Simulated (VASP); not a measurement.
# H3C2 (C2/m) in VASP: notebook

H3C2 is run at these levels: PBE+D3(BJ); tasks: single point.

Everything below comes from runs of VASP 6.6.1. Logs are shortened: lines on timing, memory, paths and dates and some standing lists are left out, and cuts for length are marked.

## Step 1: The cell of the first run

It takes space group C2/m (No. 12, monoclinic). Conventional cell: a = 6.852 Å, b = 6.439 Å, c = 4.268 Å, α = 90.00°, β = 97.18°, γ = 90.00°. H (site symmetry m) has 1 C at 1.10 Å within 1.5 Å. Within 1.5 Å of H (site symmetry 1) lie 1 C at 1.10 Å. Within 1.6 Å of C (site symmetry m) lie 2 C at 1.22 to 1.45 Å. C (site symmetry m) has 3 H at 1.10 Å and 1 C at 1.45 Å within 1.5 Å.

## Step 2: Single point, PBE+D3(BJ)

INCAR reads:

```
PREC = Accurate ; ENCUT = 520
EDIFF = 1E-6 ; ISMEAR = 0
SIGMA = 0.02 ; LREAL = False
LASPH = True ; NELM = 80
ALGO = Normal ; ISIF = 2
LWAVE = False ; LCHARG = True
GGA = PE ; IVDW = 12
LELF = True ; LVHAR = True
NBANDS = 22
```

KPOINTS reads:

```
Automatic mesh
0
Gamma
  6 6 6
```

POSCAR reads:

```
H3C2
1.0
    3.4245245605     -3.2194143498      0.0916757584
    3.4245245605      3.2194143498      0.0916757584
   -0.6465422418      0.0000000000      4.2185314046
H C
6 4
Direct
    0.2537050011      0.2537050011      0.5244678913
    0.7462949989      0.7462949989      0.4755321087
    0.2187058570      0.4948750957      0.2237796119
    0.5051249043      0.7812941430      0.7762203881
    0.7812941430      0.5051249043      0.7762203881
    0.4948750957      0.2187058570      0.2237796119
    0.0796663026      0.0796663026      0.0804980916
    0.9203336974      0.9203336974      0.9195019084
    0.2708403727      0.2708403727      0.2719436603
    0.7291596273      0.7291596273      0.7280563397
```

Potentials or basis: VASP PAW PBE potentials, release 64 (H, C).

Started as:

```
$ cat potpaw_PBE.64/H/POTCAR potpaw_PBE.64/C/POTCAR > POTCAR
$ mpirun -np 1 vasp_std > vasp.out
```

OUTCAR:

```text
PREC = Accurate
   ENCUT = 520
   EDIFF = 1E-6
   ISMEAR = 0
   LREAL = False
   LASPH = True
   NELM = 80
   ISIF = 2
   GGA = PE
   IVDW = 12
 IVDW          = 12

 ion  position               nearest neighbor table
   1  0.254  0.254  0.524-   9 1.10
   2  0.746  0.746  0.476-  10 1.10
   3  0.219  0.495  0.224-   9 1.10
   4  0.505  0.781  0.776-  10 1.10
   5  0.781  0.505  0.776-  10 1.10
   6  0.495  0.219  0.224-   9 1.10
   7  0.080  0.080  0.080-   8 1.22   9 1.45
   8  0.920  0.920  0.920-   7 1.22  10 1.45
   9  0.271  0.271  0.272-   1 1.10   3 1.10   6 1.10   7 1.45
  10  0.729  0.729  0.728-   2 1.10   4 1.10   5 1.10   8 1.45

  LATTYP: Found a base centered monoclinic cell.
 ALAT       =     6.8515028746
 B/A-ratio  =     0.9397688095
 C/A-ratio  =     0.6228982474
 COS(beta)  =    -0.1249873209

  Lattice vectors:

 A1 = (   3.4245245605,  -3.2194143498,   0.0916757584)
 A2 = (   3.4245245605,   3.2194143498,   0.0916757584)
 A3 = (  -0.6465422418,   0.0000000000,   4.2185314046)

Analysis of symmetry for initial positions (statically):
=====================================================================
 Subroutine PRICEL returns:
 Original cell was already a primitive cell.

 Routine SETGRP: Setting up the symmetry group for a
 base centered monoclinic supercell.

 Subroutine GETGRP returns: Found  4 space group operations
 (whereof  4 operations were pure point group operations)
 out of a pool of  4 trial point group operations.

The static configuration has the point symmetry C_2h.

Analysis of symmetry for dynamics (positions and initial velocities):
=====================================================================
 Subroutine PRICEL returns:
 Original cell was already a primitive cell.

 Routine SETGRP: Setting up the symmetry group for a
 base centered monoclinic supercell.

 Subroutine GETGRP returns: Found  4 space group operations
 (whereof  4 operations were pure point group operations)
 out of a pool of  4 trial point group operations.

The dynamic configuration has the point symmetry C_2h.

 Subroutine INISYM returns: Found  4 space group operations
 (whereof  4 operations are pure point group operations),
[... 108 lines left out ...]
   LSORBIT =      F    spin-orbit coupling
   LASPH  =      T    aspherical Exc in radial PAW
   ENCUT  =  520.0 eV  38.22 Ry    6.18 a.u.   8.74  8.74  7.94*2*pi/ulx,y,z
   NELM   =     80;   NELMIN=  2; NELMDL= -5     # of ELM steps
   EDIFF  = 0.1E-05   stopping-criterion for ELM
   LREAL  =      F    real-space projection
[... 7 lines left out ...]
   TEBEG  =    0.0;   TEEND  =   0.0 temperature during run
   PSTRESS=    0.0 pullay stress
   NELECT =      22.0000    total number of electrons
   NUPDOWN=      -1.0000    fix difference up-down
   EMIN   =  10.00;   EMAX   =-10.00  energy-range for DOS
   EFERMI =   0.00;   METHOD = LEGACY
   ISMEAR =     0;   SIGMA  =   0.02  broadening in eV -4-tet -1-fermi 0-gaus
   EFERMI_NEDOS =   21; number of points for ismear=-14 and -15
   IALGO  =     38    algorithm
   IMIX   =      4    mixing-type and parameters
     AMIX     =   0.40;   BMIX     =  1.00
     AMIX_MAG =   1.60;   BMIX_MAG =  1.00
  volume/ion in A,a.u.               =       9.34        63.03
  Fermi-wavevector in a.u.,A,eV,Ry     =   1.011037  1.910582 13.907805  1.022195
  Thomas-Fermi vector in A             =   2.144062
   LORBIT       =      0    0 simple, 1 ext, 2 COOP (PROOUT), +10 PAW based schemes
   GGA     = PE    functional components
   LHFCALC =     F    Hartree Fock is set to
   AEXX    =    0.0000 exact exchange contribution
   IVDW    =    12    specifies the selected vdW correction
   LEPSILON=     F    determine dielectric tensor
   LRPA    =     F    only Hartree local field effects (RPA)
 non-spin polarized calculation
 Gauss-broadening in eV      SIGMA  =   0.02
  energy-cutoff  :      520.00
  volume of cell :       93.40
 maximum number of plane-waves:      2532
   NGX = 17   NGY = 17   NGZ = 15

 number of electron      22.0000003 magnetization

 Free energy of the ion-electron system (eV)
  ---------------------------------------------------
  ext. energy  EPLUGINS =         0.00000000
  ---------------------------------------------------
  free energy    TOTEN  =       -56.71285842 eV

  energy without entropy =      -56.71285842  energy(sigma->0) =      -56.71285842

 E-fermi :  -1.2381     XC(G=0):  -7.5838

 val. band max:       -1.4033120897   @ k =   0.5000   0.5000   0.5000
 cond. band min:       3.2590402162   @ k =   0.0000   0.0000   0.0000
 fundamental gap:      4.6623523060
 Fermi energy:        -1.2381193681

 k-point     1 :       0.0000    0.0000    0.0000
  band No.  band energies     occupation
      1     -15.6634      2.00000
      2     -14.1294      2.00000
      3     -12.3790      2.00000
      4      -7.3859      2.00000
      5      -6.7178      2.00000
      6      -6.2875      2.00000
[... 589 lines left out ...]
     21       9.8971      0.00000
     22      10.1063      0.00000

 [... further k-points ...]

------------------------ aborting loop because EDIFF is reached ----------------------------------------

 Edisp (eV)   -0.58781

 E8    (eV) :    -0.1395

  FORCE on cell =-STRESS in cart. coord.  units (eV):
  Direction    XX          YY          ZZ          XY          YZ          ZX
  --------------------------------------------------------------------------------------
  -------------------------------------------------------------------------------------
  Total      -0.00166    -0.04277     0.00384     0.00000     0.00000     0.04973
  in kB      -0.02855    -0.73362     0.06583     0.00000     0.00000     0.85309
  external pressure =       -0.23 kB  Pullay stress =        0.00 kB

 VOLUME and BASIS-vectors are now :
 -----------------------------------------------------------------------------
  energy-cutoff  :      520.00
  volume of cell :       93.40
      direct lattice vectors                 reciprocal lattice vectors
     3.424524561 -3.219414350  0.091675758     0.145409072 -0.155307750  0.022285743
     3.424524561  3.219414350  0.091675758     0.145409072  0.155307750  0.022285743
    -0.646542242  0.000000000  4.218531405    -0.006319966  0.000000000  0.236080707

 POSITION                                       TOTAL-FORCE (eV/Angst)
 -----------------------------------------------------------------------------------
      1.39855      0.00000      2.25900        -0.005304      0.000000      0.024297
      4.80396      0.00000      2.14288         0.005304      0.000000     -0.024297
      2.29899      0.88910      1.00944         0.014000      0.017433     -0.002389
      3.90351      0.88910      3.39244        -0.014000      0.017433      0.002389
      3.90351     -0.88910      3.39244        -0.014000     -0.017433      0.002389
      2.29899     -0.88910      1.00944         0.014000     -0.017433     -0.002389
      0.49359      0.00000      0.35419         0.052642      0.000000      0.037053
      5.70891      0.00000      4.04769        -0.052642      0.000000     -0.037053
      1.67918      0.00000      1.19686        -0.012019      0.000000     -0.011254
      4.52333      0.00000      3.20502         0.012019      0.000000      0.011254
 -----------------------------------------------------------------------------------
    total drift:                               -0.000000      0.000000      0.000000

  FREE ENERGIE OF THE ION-ELECTRON SYSTEM (eV)
  ---------------------------------------------------
  free  energy   TOTEN  =       -57.3006684066 eV

  energy  without entropy=      -57.3006684066  energy(sigma->0) =      -57.30066841
```

Run time: 50 s. Hardware: 1 thread of Intel Xeon 6975P-C (Granite Rapids), shared host; peak memory 0.25 GiB.

What came out:

| Property | Result |
| --- | --- |
| Free energy | -57.3007 eV |
| Pressure | 0.0 GPa |
| Largest force | 0.064 eV/Å |
| Band gap on the k mesh | 4.66 eV (least direct gap 5.03 eV) |
| Dispersion energy per atom | -0.059 eV |

Forces on the atoms (eV/Å):
```
H   -0.005  0.000  0.024
H    0.005  0.000 -0.024
H    0.014  0.017 -0.002
H   -0.014  0.017  0.002
H   -0.014 -0.017  0.002
H    0.014 -0.017 -0.002
C    0.053  0.000  0.037
C   -0.053  0.000 -0.037
C   -0.012  0.000 -0.011
C    0.012  0.000  0.011
```

A k mesh can miss the band edges.

## Step 3: Single point, PBE+D3(BJ) (9.62 Å³/atom)

This run uses another cell than the first one, of 9.62 Å³/atom.

INCAR reads:

```
ALGO = Normal
EDIFF = 1E-6
ENCUT = 520
GGA = PE
ISIF = 2
ISMEAR = 0
IVDW = 12
LASPH = True
LCHARG = False
LREAL = False
LWAVE = False
NBANDS = 22
NELM = 80
PREC = Accurate
SIGMA = 0.02
```

KPOINTS reads:

```
k-points
0
Gamma
  6 6 6
```

POSCAR reads:

```
H3C2
1.0
    3.4200096847     -3.2526171635      0.1075918860
    3.4200096847      3.2526171635      0.1075918860
   -0.6283797509      0.0000000000      4.3043103103
H C
6 4
Direct
    0.2480040534      0.2480040534      0.5165458172
    0.7519959466      0.7519959466      0.4834541828
    0.2182310373      0.4916006787      0.2233147975
    0.5083993213      0.7817689627      0.7766852025
    0.7817689627      0.5083993213      0.7766852025
    0.4916006787      0.2182310373      0.2233147975
    0.0789173365      0.0789173365      0.0795868113
    0.9210826635      0.9210826635      0.9204131887
    0.2681897885      0.2681897885      0.2694546044
    0.7318102115      0.7318102115      0.7305453956
```

Potentials or basis: VASP PAW PBE potentials, release 64 (H, C).

Started as:

```
$ cat potpaw_PBE.64/H/POTCAR potpaw_PBE.64/C/POTCAR > POTCAR
$ mpirun -np 1 vasp_std > vasp.out
```

Wall time 49 s (1 thread of Intel Xeon 6975P-C (Granite Rapids), shared host); peak memory 0.25 GiB.

The run converged. Its results:

```yaml
Free_energy: -57.2999 eV
Pressure: -0.2 GPa
Largest_force: 0.063 eV/Å
Band_gap_on_the_k_mesh: 4.63 eV (least direct gap 5.10 eV)
Dispersion_energy_per_atom: -0.057 eV
```

Forces on the atoms (eV/Å):
```
H   -0.005  0.000  0.020
H    0.005  0.000 -0.020
H    0.013  0.017 -0.003
H   -0.013  0.017  0.003
H   -0.013 -0.017  0.003
H    0.013 -0.017 -0.003
C    0.051  0.000  0.037
C   -0.051  0.000 -0.037
C   -0.011  0.000 -0.007
C    0.011  0.000  0.007
```

Stress tensor (GPa, compression positive):
```
-0.22  0.00  0.07
 0.00 -0.24  0.00
 0.07  0.00 -0.17
```

Levels at points of the mesh, in eV from the valence-band top:
| k point | band 9 | band 10 | band 11 | band 12 | band 13 | band 14 |
| --- | --- | --- | --- | --- | --- | --- |
| (0.00, 0.00, 0.00) | -4.32 | -1.39 | -1.21 | 4.63 | 5.72 | 6.28 |
| (0.50, 0.00, 0.00) | -4.43 | -1.15 | -0.36 | 5.01 | 5.52 | 6.50 |
| (0.50, 0.50, 0.00) | -4.07 | -0.79 | -0.07 | 5.03 | 6.17 | 7.17 |
| (0.00, 0.00, 0.50) | -4.51 | -1.21 | -0.48 | 5.28 | 5.85 | 6.87 |
| (0.50, 0.00, 0.50) | -4.20 | -1.01 | -0.15 | 5.49 | 6.55 | 7.31 |
| (0.50, 0.50, 0.50) | -4.61 | -0.10 | 0.00 | 6.22 | 6.41 | 7.74 |

A k mesh can miss the band edges.

(Continued in part 2 of 2.)
